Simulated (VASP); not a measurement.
Here is a VASP 6.6.1 calculation.

INCAR

```
SYSTEM = TaH3Br2
PREC     = Accurate       ! precision mode
ENCUT    = 520            ! plane-wave cutoff, eV
EDIFF    = 1E-7           ! SCF threshold, eV
ISMEAR   = 0              ! smearing method
SIGMA    = 0.1            ! smearing width, eV
LREAL    = .FALSE.        ! projectors in reciprocal space
LASPH    = .TRUE.         ! aspherical terms in the spheres
NELM     = 100            ! most SCF steps
ALGO     = Normal         ! electronic algorithm
ISIF     = 2              ! what is computed and relaxed
LWAVE    = .FALSE.        ! write WAVECAR
LCHARG   = .FALSE.        ! write CHGCAR
GGA      = PE             ! functional
NBANDS   = 23             ! bands
```

File KPOINTS:

```
regular mesh
0
G
  12 12 12
  0 0 0
```

Contents of POSCAR:

```
TaH3Br2
1.0
    2.3533635955      1.3587151054      3.7341763002
   -2.3533635955      1.3587151054      3.7341763002
    0.0000000000     -2.7174302108      3.7341763002
Ta H Br
1 3 2
Direct
    0.0000000000      0.0000000000      0.0000000000
    0.0000000000      0.5000000000      0.0000000000
    0.5000000000      0.0000000000      0.0000000000
    0.0000000000      0.0000000000      0.5000000000
    0.6270216879      0.6270216879      0.6270216879
    0.3729783121      0.3729783121      0.3729783121
```

Potentials or basis: VASP PAW PBE potentials, release 64 (Ta_pv, H, Br).

Command:

```console
$ cat potpaw_PBE.64/Ta_pv/POTCAR potpaw_PBE.64/H/POTCAR potpaw_PBE.64/Br/POTCAR > POTCAR
$ mpirun -np 1 vasp_std > vasp.out
```

**Question.** What does it give for the pressure?

**Answer.** 0.0 GPa.

**Question.** Predict the band gap on the k mesh.

**Answer.** Zero (bands 14 and 15 overlap by 0.08 eV).

Caveat: spin-orbit coupling is left out, which moves the levels of the heavy elements.
